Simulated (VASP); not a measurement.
# GaSb (F-43m) in VASP: single point with LDA

Aim: the single point of GaSb with LDA.

Program: VASP 6.6.1. These are calculated values, not measurements. Logs are shortened: lines on timing, memory, paths and dates and some standing lists are left out, and cuts for length are marked.

**1. The cell of the first run**

It takes space group F-43m (No. 216, cubic). Conventional cell: a = 6.049 Å, b = 6.049 Å, c = 6.049 Å, α = 90.00°, β = 90.00°, γ = 90.00°. Within 3.5 Å of Ga (site symmetry -43m) lie 4 Sb at 2.62 Å. Sb (site symmetry -43m) has 4 Ga at 2.62 Å within 3.5 Å.

**2. Single point, LDA**

Contents of INCAR:

```
SYSTEM = GaSb
PREC = Accurate
ENCUT = 500
EDIFF = 1E-6
ISMEAR = 0
SIGMA = 0.1
LREAL = .FALSE.
LASPH = .TRUE.
NELM = 120
ALGO = Normal
ISIF = 2
LWAVE = .FALSE.
LCHARG = .FALSE.
NBANDS = 21
GGA_COMPAT = .FALSE.
```

Contents of KPOINTS:

```
regular mesh
0
G
  12 12 12
  0 0 0
```

Contents of POSCAR:

```
GaSb
1.0
    0.0000000000      3.0244648465      3.0244648465
    3.0244648465      0.0000000000      3.0244648465
    3.0244648465      3.0244648465      0.0000000000
Ga Sb
1 1
Direct
    0.0000000000      0.0000000000      0.0000000000
    0.2500000000      0.2500000000      0.2500000000
```

Potentials or basis: VASP PAW LDA potentials, release 64 (Ga_d, Sb_d_GW).

On the command line:

```bash
> cat potpaw_LDA.64/Ga_d/POTCAR potpaw_LDA.64/Sb_d_GW/POTCAR > POTCAR
> mpirun -np 1 vasp_std > vasp.out
```

OUTCAR:

```text
SYSTEM = GaSb
   PREC = Accurate
   ENCUT = 500
   EDIFF = 1E-6
   ISMEAR = 0
   LREAL = .FALSE.
   LASPH = .TRUE.
   NELM = 120
   ISIF = 2

 ion  position               nearest neighbor table
   1  0.000  0.000  0.000-   2 2.62   2 2.62   2 2.62   2 2.62
   2  0.250  0.250  0.250-   1 2.62   1 2.62   1 2.62   1 2.62

  LATTYP: Found a face centered cubic cell.
 ALAT       =     6.0489296930

  Lattice vectors:

 A1 = (   0.0000000000,   3.0244648465,   3.0244648465)
 A2 = (   3.0244648465,   0.0000000000,   3.0244648465)
 A3 = (   3.0244648465,   3.0244648465,   0.0000000000)

Analysis of symmetry for initial positions (statically):
=====================================================================
 Subroutine PRICEL returns:
 Original cell was already a primitive cell.

 Routine SETGRP: Setting up the symmetry group for a
 face centered cubic supercell.

 Subroutine GETGRP returns: Found 24 space group operations
 (whereof 24 operations were pure point group operations)
 out of a pool of 48 trial point group operations.

The static configuration has the point symmetry T_d .

Analysis of symmetry for dynamics (positions and initial velocities):
=====================================================================
 Subroutine PRICEL returns:
 Original cell was already a primitive cell.

 Routine SETGRP: Setting up the symmetry group for a
 face centered cubic supercell.

 Subroutine GETGRP returns: Found 24 space group operations
 (whereof 24 operations were pure point group operations)
 out of a pool of 48 trial point group operations.

The dynamic configuration has the point symmetry T_d .

 Subroutine INISYM returns: Found 24 space group operations
 (whereof 24 operations are pure point group operations),
 and found     1 'primitive' translations

----------------------------------------------------------------------------------------

                                     Primitive cell

  volume of cell :      55.3319

  direct lattice vectors                    reciprocal lattice vectors
     0.000000000  3.024464846  3.024464846    -0.165318503  0.165318503  0.165318503
     3.024464846  0.000000000  3.024464846     0.165318503 -0.165318503  0.165318503
     3.024464846  3.024464846  0.000000000     0.165318503  0.165318503 -0.165318503

  length of vectors
     4.277239205  4.277239205  4.277239205     0.286340046  0.286340046  0.286340046

  position of ions in fractional coordinates (direct lattice)
     0.000000000  0.000000000  0.000000000
     0.250000000  0.250000000  0.250000000

  ion indices of the primitive-cell ions
   primitive index   ion index
                 1           1
                 2           2

----------------------------------------------------------------------------------------

 KPOINTS: regular mesh

Automatic generation of k-mesh.
 Grid dimensions read from file:
 generate k-points for:   12   12   12

 Generating k-lattice:

  Cartesian coordinates                     Fractional coordinates (reciprocal lattice)
    -0.013776542  0.013776542  0.013776542     0.083333333  0.000000000  0.000000000
     0.013776542 -0.013776542  0.013776542     0.000000000  0.083333333  0.000000000
     0.013776542  0.013776542 -0.013776542     0.000000000  0.000000000  0.083333333

  Length of vectors
     0.023861671  0.023861671  0.023861671

  Shift w.r.t. Gamma in fractional coordinates (k-lattice)
     0.000000000  0.000000000  0.000000000

 Subroutine IBZKPT returns following result:
 ===========================================

 Found     72 irreducible k-points:

 Following reciprocal coordinates:
            Coordinates               Weight
  0.000000  0.000000  0.000000      1.000000
  0.083333  0.000000  0.000000      8.000000
  0.166667  0.000000  0.000000      8.000000
  0.250000  0.000000  0.000000      8.000000
  0.333333  0.000000  0.000000      8.000000
  0.416667  0.000000  0.000000      8.000000
[... 16 lines left out ...]
  0.500000  0.166667  0.000000     24.000000
 -0.416667  0.166667  0.000000     24.000000
 [... further k-points ...]
   k-points           NKPTS =     72   k-points in BZ     NKDIM =     72   number of bands    NBANDS=     21
   number of dos      NEDOS =    301   number of ions     NIONS =      2
   total plane-waves  NPLWV =  32768
   dimension x,y,z NGX =    32 NGY =   32 NGZ =   32
   dimension x,y,z NGXF=    64 NGYF=   64 NGZF=   64
   ions per type =               1   1
   NGX,Y,Z   is equivalent  to a cutoff of  12.44, 12.44, 12.44 a.u.
   NGXF,Y,Z  is equivalent  to a cutoff of  24.88, 24.88, 24.88 a.u.
 SYSTEM =  GaSb
   PREC   = accura    normal or accurate (medium, high low for compatibility)
   ISTART =      0    job   : 0-new  1-cont  2-samecut
   ICHARG =      2    charge: 1-file 2-atom 10-const
   ISPIN  =      1    spin polarized calculation?
   LNONCOLLINEAR =      F non collinear calculations
   LSORBIT =      F    spin-orbit coupling
   LASPH  =      T    aspherical Exc in radial PAW
   ENCUT  =  500.0 eV  36.75 Ry    6.06 a.u.   7.80  7.80  7.80*2*pi/ulx,y,z
   NELM   =    120;   NELMIN=  2; NELMDL= -5     # of ELM steps
   EDIFF  = 0.1E-05   stopping-criterion for ELM
   LREAL  =      F    real-space projection
   EDIFFG = 0.1E-04   stopping-criterion for IOM
   NSW    =      0    number of steps for IOM
   IBRION =     -1    ionic relax: 0-MD 1-quasi-New 2-CG
   NFREE  =      0    steps in history (QN), initial steepest desc. (CG)
   ISIF   =      2    stress and relaxation
   ISYM   =      2    0-nonsym 1-usesym 2-fastsym
   POTIM  = 0.5000    time-step for ionic-motion
   TEBEG  =    0.0;   TEEND  =   0.0 temperature during run
   PSTRESS=    0.0 pullay stress
   NELECT =      28.0000    total number of electrons
   NUPDOWN=      -1.0000    fix difference up-down
   EMIN   =  10.00;   EMAX   =-10.00  energy-range for DOS
   EFERMI =   0.00;   METHOD = LEGACY
   ISMEAR =     0;   SIGMA  =   0.10  broadening in eV -4-tet -1-fermi 0-gaus
   EFERMI_NEDOS =   21; number of points for ismear=-14 and -15
   IALGO  =     38    algorithm
   IMIX   =      4    mixing-type and parameters
     AMIX     =   0.40;   BMIX     =  1.00
     AMIX_MAG =   1.60;   BMIX_MAG =  1.00
  volume/ion in A,a.u.               =      27.67       186.70
  Fermi-wavevector in a.u.,A,eV,Ry     =   1.304575  2.465289 23.155963  1.701915
  Thomas-Fermi vector in A             =   2.435501
   LORBIT       =      0    0 simple, 1 ext, 2 COOP (PROOUT), +10 PAW based schemes
   GGA     = CA    functional components
   LHFCALC =     F    Hartree Fock is set to
   AEXX    =    0.0000 exact exchange contribution
   IVDW    =     0    specifies the selected vdW correction
   LEPSILON=     F    determine dielectric tensor
   LRPA    =     F    only Hartree local field effects (RPA)
 non-spin polarized calculation
 Gauss-broadening in eV      SIGMA  =   0.10
  energy-cutoff  :      500.00
  volume of cell :       55.33
 maximum number of plane-waves:      1424
   NGX = 15   NGY = 15   NGZ = 15

 number of electron      27.9999978 magnetization

 Free energy of the ion-electron system (eV)
  ---------------------------------------------------
  ext. energy  EPLUGINS =         0.00000000
  ---------------------------------------------------
  free energy    TOTEN  =        -8.68482343 eV

  energy without entropy =       -8.68473917  energy(sigma->0) =       -8.68478130

 E-fermi :   4.0242     XC(G=0):  -9.7813

 val. band max:        3.9371359050   @ k =   0.0000   0.0000   0.0000
 cond. band min:       4.0504390422   @ k =   0.0000   0.0000   0.0000
 fundamental gap:      0.1133031371
 Fermi energy:         4.0242435555

 k-point     1 :       0.0000    0.0000    0.0000
  band No.  band energies     occupation
      1     -24.8196      2.00000
      2     -24.8196      2.00000
      3     -24.8196      2.00000
      4     -24.7955      2.00000
      5     -24.7955      2.00000
      6     -11.2646      2.00000
[... 13 lines left out ...]
     20      12.8599      0.00000
     21      12.8599      0.00000

 k-point     2 :       0.0833    0.0000    0.0000
  band No.  band energies     occupation
      1     -24.8195      2.00000
      2     -24.8193      2.00000
      3     -24.8193      2.00000
      4     -24.7955      2.00000
      5     -24.7955      2.00000
      6     -11.2668      2.00000
[... 13 lines left out ...]
     20      12.1967      0.00000
     21      12.1967      0.00000

 k-point     3 :       0.1667    0.0000    0.0000
  band No.  band energies     occupation
      1     -24.8194      2.00000
      2     -24.8187      2.00000
      3     -24.8187      2.00000
      4     -24.7954      2.00000
      5     -24.7954      2.00000
      6     -11.2728      2.00000
[... 13 lines left out ...]
     20      11.6761      0.00000
     21      11.6761      0.00000

 k-point     4 :       0.2500    0.0000    0.0000
  band No.  band energies     occupation
      1     -24.8192      2.00000
      2     -24.8179      2.00000
      3     -24.8179      2.00000
      4     -24.7951      2.00000
      5     -24.7951      2.00000
      6     -11.2808      2.00000
[... 13 lines left out ...]
     20      11.6514      0.00000
     21      11.6514      0.00000

 k-point     5 :       0.3333    0.0000    0.0000
  band No.  band energies     occupation
      1     -24.8191      2.00000
      2     -24.8171      2.00000
      3     -24.8171      2.00000
      4     -24.7949      2.00000
      5     -24.7949      2.00000
      6     -11.2887      2.00000
[... 13 lines left out ...]
     20      12.2003      0.00000
     21      12.2003      0.00000
[... 382 lines left out ...]
     20      12.6485      0.00000
     21      13.3621      0.00000

 k-point    22 :       0.4167    0.1667    0.0000
  band No.  band energies     occupation
      1     -24.8199      2.00000
      2     -24.8162      2.00000
      3     -24.8156      2.00000
      4     -24.7958      2.00000
      5     -24.7938      2.00000
      6     -11.2972      2.00000
[... 13 lines left out ...]
     20      13.3303      0.00000
     21      14.0641      0.00000

 k-point    23 :       0.5000    0.1667    0.0000
  band No.  band energies     occupation
      1     -24.8192      2.00000
      2     -24.8162      2.00000
      3     -24.8154      2.00000
      4     -24.7954      2.00000
      5     -24.7939      2.00000
      6     -11.3001      2.00000
[... 13 lines left out ...]
     20      13.8078      0.00000
     21      14.0848      0.00000

 k-point    24 :      -0.4167    0.1667    0.0000
  band No.  band energies     occupation
      1     -24.8187      2.00000
      2     -24.8164      2.00000
      3     -24.8156      2.00000
      4     -24.7949      2.00000
      5     -24.7943      2.00000
      6     -11.3000      2.00000
[... 13 lines left out ...]
     20      12.8085      0.00000
     21      13.1254      0.00000

 [... further k-points ...]
[... 5 lines left out ...]
  --------------------------------------------------------------------------------------
  -------------------------------------------------------------------------------------
  Total        0.0170403      0.0170403      0.0170403      0.0000000      0.0000000     -0.0000000
  in kB        0.4934138      0.4934138      0.4934138      0.0000000      0.0000000     -0.0000000
  external PRESSURE =       0.4934138 kB  Pullay stress =       0.0000000 kB

 VOLUME and BASIS-vectors are now :
 -----------------------------------------------------------------------------
  energy-cutoff  :      500.00
  volume of cell :       55.33
      direct lattice vectors                 reciprocal lattice vectors
     0.000000000  3.024464846  3.024464846    -0.165318503  0.165318503  0.165318503
     3.024464846  0.000000000  3.024464846     0.165318503 -0.165318503  0.165318503
     3.024464846  3.024464846  0.000000000     0.165318503  0.165318503 -0.165318503

 POSITION                                       TOTAL-FORCE (eV/Angst)
 -----------------------------------------------------------------------------------
      0.00000      0.00000      0.00000         0.000000      0.000000      0.000000
      1.51223      1.51223      1.51223        -0.000000     -0.000000     -0.000000
 -----------------------------------------------------------------------------------
    total drift:                               -0.000000     -0.000000     -0.000000

  FREE ENERGIE OF THE ION-ELECTRON SYSTEM (eV)
  ---------------------------------------------------
  free  energy   TOTEN  =        -8.6848234277 eV

  energy  without entropy=       -8.6847391682  energy(sigma->0) =       -8.68478130
```

Wall time 73 s (1 thread of Intel Xeon Platinum 8259CL at 2.50GHz (Skylake/Cascade Lake), shared host); peak memory 0.22 GiB.

What came out:

```
Free energy            : -8.6848 eV
Pressure               : 0.0 GPa
Band gap on the k mesh : 0.11 eV
```

Caveat: semilocal functionals underestimate gaps, and a narrow one can read as zero; spin-orbit coupling is left out, which moves the levels of the heavy elements. A k mesh can miss the band edges.
